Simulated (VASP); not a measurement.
# Sn (Fd-3m) in VASP: a series of runs

Runs on Sn. Level: LDA. Tasks: single point.

Program: VASP 6.6.1. These are calculated values, not measurements. Logs are shortened: lines on timing, memory, paths and dates and some standing lists are left out, and cuts for length are marked.

### 1 The cell of the first run

It takes space group Fd-3m (No. 227, cubic). The conventional cell has a = 6.476 Å, b = 6.476 Å, c = 6.476 Å, α = 90.00°, β = 90.00°, γ = 90.00°. Sn (site symmetry -43m) has 4 Sn at 2.80 Å within 3.7 Å.

### 2 Single point, LDA

File INCAR:

```
PREC     = Accurate       # precision mode
ENCUT    = 520            # plane-wave cutoff, eV
EDIFF    = 1E-6           # SCF threshold, eV
ISMEAR   = 1              # smearing method
SIGMA    = 0.01           # smearing width, eV
LREAL    = F              # projectors in reciprocal space
LASPH    = T              # aspherical terms in the spheres
NELM     = 60             # most SCF steps
ALGO     = Normal         # electronic algorithm
ISIF     = 2              # what is computed and relaxed
LWAVE    = F              # write WAVECAR
LCHARG   = F              # write CHGCAR
GGA      = CA             # functional
NBANDS   = 21             # bands
```

File KPOINTS:

```
Automatic mesh
0
Gamma
  9 9 9
```

File POSCAR:

```
Sn
1.0
    0.0000000000      3.2380799619      3.2380799619
    3.2380799619      0.0000000000      3.2380799619
    3.2380799619      3.2380799619      0.0000000000
Sn
2
Direct
    0.5000000000      0.5000000000      0.5000000000
    0.7500000000      0.7500000000      0.7500000000
```

Potentials or basis: VASP PAW LDA potentials, release 64 (Sn_d).

The run is started by

```console
$ cat potpaw_LDA.64/Sn_d/POTCAR > POTCAR
$ mpirun -np 1 vasp_std > vasp.out
```

OUTCAR:

```text
PREC = Accurate
   ENCUT = 520
   EDIFF = 1E-6
   ISMEAR = 1
   LREAL = F
   LASPH = T
   NELM = 60
   ISIF = 2
   GGA = CA

 ion  position               nearest neighbor table
   1  0.500  0.500  0.500-   2 2.80   2 2.80   2 2.80   2 2.80
   2  0.750  0.750  0.750-   1 2.80   1 2.80   1 2.80   1 2.80

  LATTYP: Found a face centered cubic cell.
 ALAT       =     6.4761599238

  Lattice vectors:

 A1 = (   0.0000000000,   3.2380799619,   3.2380799619)
 A2 = (   3.2380799619,   0.0000000000,   3.2380799619)
 A3 = (   3.2380799619,   3.2380799619,   0.0000000000)

Analysis of symmetry for initial positions (statically):
=====================================================================
 Subroutine PRICEL returns:
 Original cell was already a primitive cell.

 Routine SETGRP: Setting up the symmetry group for a
 face centered cubic supercell.

 Subroutine GETGRP returns: Found 48 space group operations
 (whereof 24 operations were pure point group operations)
 out of a pool of 48 trial point group operations.

The static configuration has the point symmetry T_d .
 The point group associated with its full space group is O_h .

Analysis of symmetry for dynamics (positions and initial velocities):
=====================================================================
 Subroutine PRICEL returns:
 Original cell was already a primitive cell.

 Routine SETGRP: Setting up the symmetry group for a
 face centered cubic supercell.

 Subroutine GETGRP returns: Found 48 space group operations
 (whereof 24 operations were pure point group operations)
 out of a pool of 48 trial point group operations.

The dynamic configuration has the point symmetry T_d .
 The point group associated with its full space group is O_h .

 Subroutine INISYM returns: Found 48 space group operations
 (whereof 24 operations are pure point group operations),
 and found     1 'primitive' translations

----------------------------------------------------------------------------------------

                                     Primitive cell

  volume of cell :      67.9036

  direct lattice vectors                    reciprocal lattice vectors
     0.000000000  3.238079962  3.238079962    -0.154412493  0.154412493  0.154412493
     3.238079962  0.000000000  3.238079962     0.154412493 -0.154412493  0.154412493
     3.238079962  3.238079962  0.000000000     0.154412493  0.154412493 -0.154412493

  length of vectors
     4.579336598  4.579336598  4.579336598     0.267450283  0.267450283  0.267450283

  position of ions in fractional coordinates (direct lattice)
     0.500000000  0.500000000  0.500000000
     0.750000000  0.750000000  0.750000000

  ion indices of the primitive-cell ions
   primitive index   ion index
                 1           1
                 2           2

----------------------------------------------------------------------------------------

 KPOINTS: Automatic mesh

Automatic generation of k-mesh.
 Grid dimensions read from file:
 generate k-points for:    9    9    9

 Generating k-lattice:

  Cartesian coordinates                     Fractional coordinates (reciprocal lattice)
    -0.017156944  0.017156944  0.017156944     0.111111111  0.000000000  0.000000000
     0.017156944 -0.017156944  0.017156944     0.000000000  0.111111111  0.000000000
     0.017156944  0.017156944 -0.017156944     0.000000000  0.000000000  0.111111111

  Length of vectors
     0.029716698  0.029716698  0.029716698

  Shift w.r.t. Gamma in fractional coordinates (k-lattice)
     0.000000000  0.000000000  0.000000000

 Subroutine IBZKPT returns following result:
 ===========================================

 Found     35 irreducible k-points:

 Following reciprocal coordinates:
            Coordinates               Weight
  0.000000  0.000000  0.000000      1.000000
  0.111111  0.000000  0.000000      8.000000
  0.222222  0.000000  0.000000      8.000000
  0.333333  0.000000  0.000000      8.000000
  0.444444  0.000000  0.000000      8.000000
  0.111111  0.111111  0.000000      6.000000
[... 16 lines left out ...]
 -0.333333  0.333333  0.000000     12.000000
  0.444444  0.444444  0.000000      6.000000
 [... further k-points ...]
   k-points           NKPTS =     35   k-points in BZ     NKDIM =     35   number of bands    NBANDS=     21
   number of dos      NEDOS =    301   number of ions     NIONS =      2
   total plane-waves  NPLWV =  46656
   dimension x,y,z NGX =    36 NGY =   36 NGZ =   36
   dimension x,y,z NGXF=    72 NGYF=   72 NGZF=   72
   ions per type =               2
   NGX,Y,Z   is equivalent  to a cutoff of  13.07, 13.07, 13.07 a.u.
   NGXF,Y,Z  is equivalent  to a cutoff of  26.14, 26.14, 26.14 a.u.
 SYSTEM =  unknown system
   PREC   = accura    normal or accurate (medium, high low for compatibility)
   ISTART =      0    job   : 0-new  1-cont  2-samecut
   ICHARG =      2    charge: 1-file 2-atom 10-const
   ISPIN  =      1    spin polarized calculation?
   LNONCOLLINEAR =      F non collinear calculations
   LSORBIT =      F    spin-orbit coupling
   LASPH  =      T    aspherical Exc in radial PAW
   ENCUT  =  520.0 eV  38.22 Ry    6.18 a.u.   8.51  8.51  8.51*2*pi/ulx,y,z
   NELM   =     60;   NELMIN=  2; NELMDL= -5     # of ELM steps
   EDIFF  = 0.1E-05   stopping-criterion for ELM
   LREAL  =      F    real-space projection
   EDIFFG = 0.1E-04   stopping-criterion for IOM
   NSW    =      0    number of steps for IOM
   IBRION =     -1    ionic relax: 0-MD 1-quasi-New 2-CG
   NFREE  =      0    steps in history (QN), initial steepest desc. (CG)
   ISIF   =      2    stress and relaxation
   ISYM   =      2    0-nonsym 1-usesym 2-fastsym
   POTIM  = 0.5000    time-step for ionic-motion
   TEBEG  =    0.0;   TEEND  =   0.0 temperature during run
   PSTRESS=    0.0 pullay stress
   NELECT =      28.0000    total number of electrons
   NUPDOWN=      -1.0000    fix difference up-down
   EMIN   =  10.00;   EMAX   =-10.00  energy-range for DOS
   EFERMI =   0.00;   METHOD = LEGACY
   ISMEAR =     1;   SIGMA  =   0.01  broadening in eV -4-tet -1-fermi 0-gaus
   EFERMI_NEDOS =   21; number of points for ismear=-14 and -15
   IALGO  =     38    algorithm
   IMIX   =      4    mixing-type and parameters
     AMIX     =   0.40;   BMIX     =  1.00
     AMIX_MAG =   1.60;   BMIX_MAG =  1.00
  volume/ion in A,a.u.               =      33.95       229.12
  Fermi-wavevector in a.u.,A,eV,Ry     =   1.218512  2.302654 20.201555  1.484772
  Thomas-Fermi vector in A             =   2.353796
   LORBIT       =      0    0 simple, 1 ext, 2 COOP (PROOUT), +10 PAW based schemes
   GGA     = CA    functional components
   LHFCALC =     F    Hartree Fock is set to
   AEXX    =    0.0000 exact exchange contribution
   IVDW    =     0    specifies the selected vdW correction
   LEPSILON=     F    determine dielectric tensor
   LRPA    =     F    only Hartree local field effects (RPA)
 non-spin polarized calculation
 Methfessel and Paxton  Order N= 1 SIGMA  =   0.01
  energy-cutoff  :      520.00
  volume of cell :       67.90
 maximum number of plane-waves:      1853
 NGX is ok and might be reduce to    36
   NGX = 17   NGY = 17   NGZ = 17

 number of electron      28.0000006 magnetization

 Free energy of the ion-electron system (eV)
  ---------------------------------------------------
  ext. energy  EPLUGINS =         0.00000000
  ---------------------------------------------------
  free energy    TOTEN  =        -8.93732151 eV

  energy without entropy =       -8.93729887  energy(sigma->0) =       -8.93731397

 E-fermi :   5.3616     XC(G=0):  -9.2201

 val. band max:        5.2844663793   @ k =   0.1111   0.0000   0.0000
 cond. band min:       5.3647187901   @ k =   0.4444   0.0000   0.0000
 fundamental gap:      0.0802524108
 Fermi energy:         5.3616033604

 k-point     1 :       0.0000    0.0000    0.0000
  band No.  band energies     occupation
      1     -16.1917      2.00000
      2     -16.1917      2.00000
      3     -16.1917      2.00000
      4     -16.1293      2.00000
      5     -16.1293      2.00000
      6     -15.8120      2.00000
[... 13 lines left out ...]
     20      13.4887      0.00000
     21      13.4888      0.00000

 k-point     2 :       0.1111    0.0000    0.0000
  band No.  band energies     occupation
      1     -16.2009      2.00000
      2     -16.2009      2.00000
      3     -16.1886      2.00000
      4     -16.1165      2.00000
      5     -16.1165      2.00000
      6     -15.8312      2.00000
[... 13 lines left out ...]
     20      12.6320      0.00000
     21      12.6320      0.00000

 k-point     3 :       0.2222    0.0000    0.0000
  band No.  band energies     occupation
      1     -16.2150      2.00000
      2     -16.2150      2.00000
      3     -16.1807      2.00000
      4     -16.0938      2.00000
      5     -16.0938      2.00000
      6     -15.8522      2.00000
[... 13 lines left out ...]
     20      12.2919      0.00000
     21      12.2919      0.00000

 k-point     4 :       0.3333    0.0000    0.0000
  band No.  band energies     occupation
      1     -16.2243      2.00000
      2     -16.2243      2.00000
      3     -16.1714      2.00000
      4     -16.0762      2.00000
      5     -16.0762      2.00000
      6     -15.8661      2.00000
[... 13 lines left out ...]
     20      12.7849      0.00000
     21      12.7849      0.00000

 k-point     5 :       0.4444    0.0000    0.0000
  band No.  band energies     occupation
      1     -16.2284      2.00000
      2     -16.2284      2.00000
      3     -16.1650      2.00000
      4     -16.0680      2.00000
      5     -16.0680      2.00000
      6     -15.8718      2.00000
[... 13 lines left out ...]
     20      13.8788      0.00000
     21      13.8788      0.00000
[... 382 lines left out ...]
     20      14.7628      0.00000
     21      15.2563      0.00000

 k-point    22 :      -0.4444    0.3333    0.0000
  band No.  band energies     occupation
      1     -16.2636      2.00000
      2     -16.2434      2.00000
      3     -16.1125      2.00000
      4     -16.0218      2.00000
      5     -15.9962      2.00000
      6     -15.9571      2.00000
[... 13 lines left out ...]
     20      14.0305      0.00000
     21      15.7033      0.00000

 k-point    23 :      -0.3333    0.3333    0.0000
  band No.  band energies     occupation
      1     -16.2683      2.00000
      2     -16.2445      2.00000
      3     -16.1051      2.00000
      4     -16.0018      2.00000
      5     -15.9932      2.00000
      6     -15.9722      2.00000
[... 13 lines left out ...]
     20      12.8273      0.00000
     21      16.0333      0.00000

 k-point    24 :       0.4444    0.4444    0.0000
  band No.  band energies     occupation
      1     -16.2429      2.00000
      2     -16.2429      2.00000
      3     -16.1340      2.00000
      4     -16.0732      2.00000
      5     -15.9919      2.00000
      6     -15.9350      2.00000
[... 13 lines left out ...]
     20      15.2415      0.00000
     21      15.6981      0.00000

 [... further k-points ...]
[... 5 lines left out ...]
  --------------------------------------------------------------------------------------
  -------------------------------------------------------------------------------------
  Total       -0.0298650     -0.0298650     -0.0298650     -0.0000000      0.0000000      0.0000000
  in kB       -0.7046617     -0.7046617     -0.7046617     -0.0000000      0.0000000      0.0000000
  external PRESSURE =      -0.7046617 kB  Pullay stress =       0.0000000 kB

 VOLUME and BASIS-vectors are now :
 -----------------------------------------------------------------------------
  energy-cutoff  :      520.00
  volume of cell :       67.90
      direct lattice vectors                 reciprocal lattice vectors
     0.000000000  3.238079962  3.238079962    -0.154412493  0.154412493  0.154412493
     3.238079962  0.000000000  3.238079962     0.154412493 -0.154412493  0.154412493
     3.238079962  3.238079962  0.000000000     0.154412493  0.154412493 -0.154412493

 POSITION                                       TOTAL-FORCE (eV/Angst)
 -----------------------------------------------------------------------------------
      3.23808      3.23808      3.23808         0.000000      0.000000      0.000000
      4.85712      4.85712      4.85712        -0.000000     -0.000000     -0.000000
 -----------------------------------------------------------------------------------
    total drift:                                0.000000      0.000000      0.000000

  FREE ENERGIE OF THE ION-ELECTRON SYSTEM (eV)
  ---------------------------------------------------
  free  energy   TOTEN  =        -8.9373215117 eV

  energy  without entropy=       -8.9372988717  energy(sigma->0) =       -8.93731397
```

It took 33 s on 1 thread of Intel Xeon Platinum 8488C (Sapphire Rapids), shared host; peak memory 0.18 GiB.

Results:

- Free energy: -8.9373 eV
- Pressure: -0.1 GPa
- Band gap on the k mesh: zero (band 14 reaches 5.52 eV, above the bottom of band 15 at 5.36 eV)

Levels at points of the mesh, in eV from the Fermi level:
```tsv
k point	band 12	band 13	band 14	band 15	band 16	band 17
(0.00, 0.00, 0.00)	-0.68	0.16	0.16	0.16	2.22	2.22
```

Caveat: spin-orbit coupling is left out, which moves the levels of the heavy elements.

### 3 Single point, LDA (volume scaled by 1.08)

File INCAR:

```
  PREC = Accurate
  ENCUT = 520
  EDIFF = 1E-6
  ISMEAR = -1
  SIGMA = 0.1
  LREAL = F
  LASPH = T
  NELM = 80
  ALGO = Normal
  ISIF = 2
  LWAVE = F
  LCHARG = F
  GGA = CA
  NBANDS = 21
```

File KPOINTS:

```
Automatic mesh
0
Gamma
  14 14 14
```

File POSCAR:

```
Sn
1.0
    0.0000000000      3.3222233095      3.3222233095
    3.3222233095      0.0000000000      3.3222233095
    3.3222233095      3.3222233095      0.0000000000
Sn
2
Direct
    0.5000000000      0.5000000000      0.5000000000
    0.7500000000      0.7500000000      0.7500000000
```

Potentials or basis: VASP PAW LDA potentials, release 64 (Sn_d).

The run is started by

```console
$ cat potpaw_LDA.64/Sn_d/POTCAR > POTCAR
$ mpirun -np 1 vasp_std > vasp.out
```

OUTCAR:

```text
PREC = Accurate
   ENCUT = 520
   EDIFF = 1E-6
   ISMEAR = -1
   LREAL = F
   LASPH = T
   NELM = 80
   ISIF = 2
   GGA = CA

 ion  position               nearest neighbor table
   1  0.500  0.500  0.500-   2 2.88   2 2.88   2 2.88   2 2.88
   2  0.750  0.750  0.750-   1 2.88   1 2.88   1 2.88   1 2.88

  LATTYP: Found a face centered cubic cell.
 ALAT       =     6.6444466190

  Lattice vectors:

 A1 = (   0.0000000000,   3.3222233095,   3.3222233095)
 A2 = (   3.3222233095,   0.0000000000,   3.3222233095)
 A3 = (   3.3222233095,   3.3222233095,   0.0000000000)

Analysis of symmetry for initial positions (statically):
=====================================================================
 Subroutine PRICEL returns:
 Original cell was already a primitive cell.

 Routine SETGRP: Setting up the symmetry group for a
 face centered cubic supercell.

 Subroutine GETGRP returns: Found 48 space group operations
 (whereof 24 operations were pure point group operations)
 out of a pool of 48 trial point group operations.

[... 149 lines left out ...]
  volume of cell :       73.34
 maximum number of plane-waves:      1995
   NGX = 17   NGY = 17   NGZ = 17

 number of electron      28.0000004 magnetization

 Free energy of the ion-electron system (eV)
  ---------------------------------------------------
  ext. energy  EPLUGINS =         0.00000000
  ---------------------------------------------------
  free energy    TOTEN  =        -8.89340219 eV

  energy without entropy =       -8.88671798  energy(sigma->0) =       -8.89006008

 E-fermi :   4.6361     XC(G=0):  -8.8937

 val. band max:        4.6352569860   @ k =   0.0714   0.0000   0.0000
 cond. band min:       4.6865266395   @ k =   0.2857   0.0000   0.0000
 fundamental gap:      0.0512696535
 Fermi energy:         4.6361286821

 k-point     1 :       0.0000    0.0000    0.0000
  band No.  band energies     occupation
      1     -16.8453      2.00000
      2     -16.8453      2.00000
      3     -16.8453      2.00000
      4     -16.7929      2.00000
      5     -16.7929      2.00000
      6     -16.5349      2.00000
[... 565 lines left out ...]
     20      11.7349      0.00000
     21      12.5301      0.00000

 [... further k-points ...]
[... 5 lines left out ...]
  --------------------------------------------------------------------------------------
  -------------------------------------------------------------------------------------
  Total       -1.3318347     -1.3318347     -1.3318347     -0.0000000      0.0000000      0.0000000
  in kB      -29.0967479    -29.0967479    -29.0967479     -0.0000000      0.0000000      0.0000000
  external PRESSURE =     -29.0967479 kB  Pullay stress =       0.0000000 kB

 VOLUME and BASIS-vectors are now :
 -----------------------------------------------------------------------------
  energy-cutoff  :      520.00
  volume of cell :       73.34
      direct lattice vectors                 reciprocal lattice vectors
     0.000000000  3.322223309  3.322223309    -0.150501623  0.150501623  0.150501623
     3.322223309  0.000000000  3.322223309     0.150501623 -0.150501623  0.150501623
     3.322223309  3.322223309  0.000000000     0.150501623  0.150501623 -0.150501623

 POSITION                                       TOTAL-FORCE (eV/Angst)
 -----------------------------------------------------------------------------------
      3.32222      3.32222      3.32222         0.000000      0.000000      0.000000
      4.98333      4.98333      4.98333        -0.000000     -0.000000     -0.000000
 -----------------------------------------------------------------------------------
    total drift:                                0.000000      0.000000      0.000000

  FREE ENERGIE OF THE ION-ELECTRON SYSTEM (eV)
  ---------------------------------------------------
  free  energy   TOTEN  =        -8.8934021854 eV

  energy  without entropy=       -8.8867179844  energy(sigma->0) =       -8.89006008
```

OSZICAR:

```text
N       E                     dE             d eps       ncg     rms          rms(c)
DAV:   1     0.228142815856E+03    0.22814E+03   -0.14762E+04  4398   0.188E+03
DAV:   2     0.163551220119E+02   -0.21179E+03   -0.20766E+03  4398   0.440E+02
DAV:   3    -0.815569387309E+01   -0.24511E+02   -0.24375E+02  5078   0.141E+02
DAV:   4    -0.896901999760E+01   -0.81333E+00   -0.81295E+00  4988   0.291E+01
DAV:   5    -0.899755120465E+01   -0.28531E-01   -0.28531E-01  6319   0.532E+00    0.295E+00
DAV:   6    -0.892793624522E+01    0.69615E-01   -0.33819E-02  5821   0.205E+00    0.167E+00
DAV:   7    -0.889286788102E+01    0.35068E-01   -0.50730E-02  4688   0.203E+00    0.139E-01
DAV:   8    -0.889332058624E+01   -0.45271E-03   -0.50581E-03  5014   0.820E-01    0.462E-02
DAV:   9    -0.889339977093E+01   -0.79185E-04   -0.17480E-04  5883   0.112E-01    0.153E-02
DAV:  10    -0.889340184436E+01   -0.20734E-05   -0.87511E-06  4675   0.261E-02    0.327E-03
DAV:  11    -0.889340218538E+01   -0.34102E-06   -0.11302E-06  3928   0.744E-03
   1 F= -.88934022E+01 E0= -.88900601E+01  d E =-.668420E-02
```

stdout:

```text
POSCAR found type information on POSCAR Sn
 POSCAR found :  1 types and       2 ions
 scaLAPACK will be used
 LDA part: xc-table for (Slater(with rela. corr.)+CA(PZ))
 , standard interpolation
 POSCAR, INCAR and KPOINTS ok, starting setup
 FFT: planning ... GRIDC
 FFT: planning ... GRID_SOFT
 FFT: planning ... GRID
 WAVECAR not read
 entering main loop
```

It used 250 s of CPU time on 1 thread of AMD EPYC 7R13 Processor (Zen 3), with other jobs on the host.

Results:

```
Free energy            : -8.8934 eV
Pressure               : -2.9 GPa
Band gap on the k mesh : zero (band 14 reaches 4.73 eV, above the bottom of band 15 at 4.41 eV)
```

Levels at points of the mesh, in eV from the Fermi level:
| k point | band 10 | band 11 | band 12 | band 13 | band 14 | band 15 | band 16 | band 17 | band 18 | band 19 |
| --- | --- | --- | --- | --- | --- | --- | --- | --- | --- | --- |
| (0.00, 0.00, 0.00) | -21.17 | -10.19 | -1.27 | 0.09 | 0.09 | 0.09 | 2.14 | 2.14 | 2.14 | 4.80 |
| (0.50, 0.00, 0.00) | -21.13 | -8.71 | -6.09 | -1.01 | -1.01 | -0.22 | 3.19 | 3.19 | 5.57 | 8.08 |
| (0.50, 0.50, 0.00) | -21.11 | -7.33 | -7.33 | -2.23 | -2.23 | 0.84 | 0.84 | 7.21 | 7.21 | 8.69 |

Caveat: spin-orbit coupling is left out, which moves the levels of the heavy elements.
